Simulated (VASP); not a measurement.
# Cd (Fm-3m) in VASP: notebook, part 2 of 2

VASP 6.6.1. Earlier steps stand in the parts before.

## Step 3: Single point, PBE

Contents of INCAR:

```
SYSTEM = Cd
  PREC = Accurate
  ENCUT = 540
  EDIFF = 1E-6
  ISMEAR = -1
  SIGMA = 0.15
  LREAL = .False.
  LASPH = .True.
  NELM = 120
  ALGO = Normal
  ISIF = 2
  LWAVE = .False.
  LCHARG = .True.
  GGA = PE
  LELF = .True.
  LVHAR = .True.
  NBANDS = 16
  GGA_COMPAT = .False.
```

Contents of KPOINTS:

```
Automatic mesh
0
Gamma
  4 4 4
  0 0 0
```

Contents of POSCAR:

```
Cd
1.0
    0.0000000000      2.2506000000      2.2506000000
    2.2506000000      0.0000000000      2.2506000000
    2.2506000000      2.2506000000      0.0000000000
Cd
1
Direct
    0.0000000000      0.0000000000      0.0000000000
```

Potentials or basis: VASP PAW PBE potentials, release 64 (Cd_sv_GW).

On the command line:

```
$ cat potpaw_PBE.64/Cd_sv_GW/POTCAR > POTCAR
$ mpirun -np 1 vasp_std > vasp.out
```

OUTCAR:

```text
SYSTEM = Cd
   PREC = Accurate
   ENCUT = 540
   EDIFF = 1E-6
   ISMEAR = -1
   LREAL = .False.
   LASPH = .True.
   NELM = 120
   ISIF = 2
   GGA = PE

 ion  position               nearest neighbor table
   1  0.000  0.000  0.000-

  LATTYP: Found a face centered cubic cell.
 ALAT       =     4.5012000000

  Lattice vectors:

 A1 = (   0.0000000000,   2.2506000000,   2.2506000000)
 A2 = (   2.2506000000,   0.0000000000,   2.2506000000)
 A3 = (   2.2506000000,   2.2506000000,   0.0000000000)

Analysis of symmetry for initial positions (statically):
=====================================================================
 Subroutine PRICEL returns:
 Original cell was already a primitive cell.

 Routine SETGRP: Setting up the symmetry group for a
 face centered cubic supercell.

 Subroutine GETGRP returns: Found 48 space group operations
 (whereof 48 operations were pure point group operations)
 out of a pool of 48 trial point group operations.

The static configuration has the point symmetry O_h .

[... 136 lines left out ...]
  free energy    TOTEN  =        -0.97971799 eV

  energy without entropy =       -0.95646685  energy(sigma->0) =       -0.96809242

 E-fermi :   7.1131     XC(G=0): -11.0044

 val. band max:        5.1980257864   @ k =   0.5000   0.5000   0.0000
 cond. band min:       7.1241780496   @ k =   0.5000   0.5000   0.0000
 fundamental gap:      1.9261522632
 Fermi energy:         7.1131188400

 k-point     1 :       0.0000    0.0000    0.0000
  band No.  band energies     occupation
      1     -97.0141      2.00000
      2     -58.0464      2.00000
      3     -58.0464      2.00000
      4     -58.0464      2.00000
      5      -3.1145      2.00000
      6      -3.1145      2.00000
[... 129 lines left out ...]
      3     -58.0659      2.00000
      4     -58.0578      2.00000
      5      -3.3136      2.00000
      6      -3.1032      2.00000
[... 8 lines left out ...]
     15      23.0479      0.00000
     16      23.2535      0.00000

------------------------ aborting loop because EDIFF is reached ----------------------------------------

  FORCE on cell =-STRESS in cart. coord.  units (eV):
  Direction    XX          YY          ZZ          XY          YZ          ZX
  --------------------------------------------------------------------------------------
  -------------------------------------------------------------------------------------
  Total       -0.3977568     -0.3977568     -0.3977568     -0.0000000      0.0000000      0.0000000
  in kB      -27.9513802    -27.9513802    -27.9513802     -0.0000000      0.0000000      0.0000000
  external PRESSURE =     -27.9513802 kB  Pullay stress =       0.0000000 kB

 VOLUME and BASIS-vectors are now :
 -----------------------------------------------------------------------------
  energy-cutoff  :      540.00
  volume of cell :       22.80
      direct lattice vectors                 reciprocal lattice vectors
     0.000000000  2.250600000  2.250600000    -0.222162979  0.222162979  0.222162979
     2.250600000  0.000000000  2.250600000     0.222162979 -0.222162979  0.222162979
     2.250600000  2.250600000  0.000000000     0.222162979  0.222162979 -0.222162979

 POSITION                                       TOTAL-FORCE (eV/Angst)
 -----------------------------------------------------------------------------------
      0.00000      0.00000      0.00000        -0.000000      0.000000      0.000000
 -----------------------------------------------------------------------------------
    total drift:                               -0.000000      0.000000      0.000000

  FREE ENERGIE OF THE ION-ELECTRON SYSTEM (eV)
  ---------------------------------------------------
  free  energy   TOTEN  =        -0.9797179914 eV

  energy  without entropy=       -0.9564668533  energy(sigma->0) =       -0.96809242
```

OSZICAR:

```text
N       E                     dE             d eps       ncg     rms          rms(c)
DAV:   1     0.369534039207E+03    0.36953E+03   -0.12556E+04   256   0.199E+03
DAV:   2     0.266271245455E+02   -0.34291E+03   -0.31749E+03   256   0.647E+02
DAV:   3    -0.179967418461E+00   -0.26807E+02   -0.26737E+02   392   0.191E+02
DAV:   4    -0.961627471442E+00   -0.78166E+00   -0.78161E+00   288   0.331E+01
DAV:   5    -0.101935510895E+01   -0.57728E-01   -0.57727E-01   424   0.956E+00    0.201E+01
DAV:   6    -0.980738333431E+00    0.38617E-01   -0.99871E-02   384   0.839E+00    0.119E+01
DAV:   7    -0.979485852061E+00    0.12525E-02   -0.14327E-02   400   0.173E+00    0.116E+00
DAV:   8    -0.979688192504E+00   -0.20234E-03   -0.10204E-03   328   0.102E+00    0.731E-02
DAV:   9    -0.979717379677E+00   -0.29187E-04   -0.69682E-05   368   0.118E-01    0.803E-03
DAV:  10    -0.979717991409E+00   -0.61173E-06   -0.82887E-07   248   0.131E-02
   1 F= -.97971799E+00 E0= -.96809242E+00  d E =-.232511E-01
```

stdout:

```text
POSCAR found type information on POSCAR Cd
 POSCAR found :  1 types and       1 ions
 scaLAPACK will be used
 LDA part: xc-table for (Slater+PW92), standard interpolation
 POSCAR, INCAR and KPOINTS ok, starting setup
 FFT: planning ... GRIDC
 FFT: planning ... GRID_SOFT
 FFT: planning ... GRID
 WAVECAR not read
 entering main loop
```

Wall time 2.7 s (1 thread of Intel Xeon 6975P-C (Granite Rapids), shared host); peak memory 0.13 GiB.

What came out:

```
Free energy            : -0.9797 eV
Pressure               : -2.8 GPa
Band gap on the k mesh : zero (band 10 reaches 7.74 eV, above the bottom of band 11 at 4.51 eV)
```

Levels at points of the mesh, in eV from the Fermi level:
| k point | band 6 | band 7 | band 8 | band 9 | band 10 | band 11 | band 12 | band 13 | band 14 | band 15 |
| --- | --- | --- | --- | --- | --- | --- | --- | --- | --- | --- |
| (0.00, 0.00, 0.00) | -10.23 | -10.23 | -9.81 | -9.81 | -9.69 | 11.87 | 13.08 | 13.08 | 13.08 | 16.58 |
| (0.50, 0.00, 0.00) | -10.22 | -10.22 | -9.47 | -9.47 | -3.37 | -2.60 | 10.78 | 10.78 | 11.14 | 14.75 |
| (0.50, 0.50, 0.00) | -10.73 | -9.49 | -9.39 | -9.39 | -1.92 | 0.01 | 5.34 | 5.34 | 9.52 | 9.53 |

Caveat: the k points lie up to 0.60 Å⁻¹ apart.

## Step 4: Single point, PBE

This run uses another cell than the first one, of 22.34 Å³/atom, 0.980 times its volume.

Contents of INCAR:

```
PREC     = Accurate       # precision mode
ENCUT    = 500            # plane-wave cutoff, eV
EDIFF    = 1E-6           # SCF threshold, eV
ISMEAR   = -1             # smearing method
SIGMA    = 0.15           # smearing width, eV
LREAL    = False          # projectors in reciprocal space
LASPH    = True           # aspherical terms in the spheres
NELM     = 120            # most SCF steps
ALGO     = Normal         # electronic algorithm
ISIF     = 2              # what is computed and relaxed
LWAVE    = False          # write WAVECAR
LCHARG   = False          # write CHGCAR
GGA      = PE             # functional
NBANDS   = 12             # bands
GGA_COMPAT= False
```

Contents of KPOINTS:

```
Automatic mesh
0
Gamma
  4 4 4
```

Contents of POSCAR:

```
Cd
1.0
    0.0000000000      2.2354948500      2.2354948500
    2.2354948500      0.0000000000      2.2354948500
    2.2354948500      2.2354948500      0.0000000000
Cd
1
Direct
    0.0000000000      0.0000000000      0.0000000000
```

Potentials or basis: VASP PAW PBE potentials, release 64 (Cd).

On the command line:

```
$ cat potpaw_PBE.64/Cd/POTCAR > POTCAR
$ mpirun -np 1 vasp_std > vasp.out
```

Wall time 6 s (1 thread of Intel Xeon 8259CL, shared host); peak memory 0.13 GiB.

It converged, with:

```yaml
Free_energy: -0.9359 eV
Pressure: 0.6 GPa
Band_gap_on_the_k_mesh: zero (band 6 reaches 4.63 eV, above the bottom of band 7 at 1.31 eV)
```

Levels at points of the mesh, in eV from the Fermi level:
| k point | band 3 | band 4 | band 5 | band 6 | band 7 | band 8 | band 9 | band 10 |
| --- | --- | --- | --- | --- | --- | --- | --- | --- |
| (0.00, 0.00, 0.00) | -10.35 | -9.92 | -9.92 | -9.89 | 12.53 | 13.44 | 13.44 | 13.44 |
| (0.50, 0.00, 0.00) | -10.34 | -9.56 | -9.56 | -3.51 | -2.63 | 11.06 | 11.06 | 11.64 |
| (0.50, 0.50, 0.00) | -9.58 | -9.47 | -9.47 | -2.02 | 0.02 | 5.43 | 5.43 | 9.61 |

Caveat: the k points lie up to 0.61 Å⁻¹ apart.
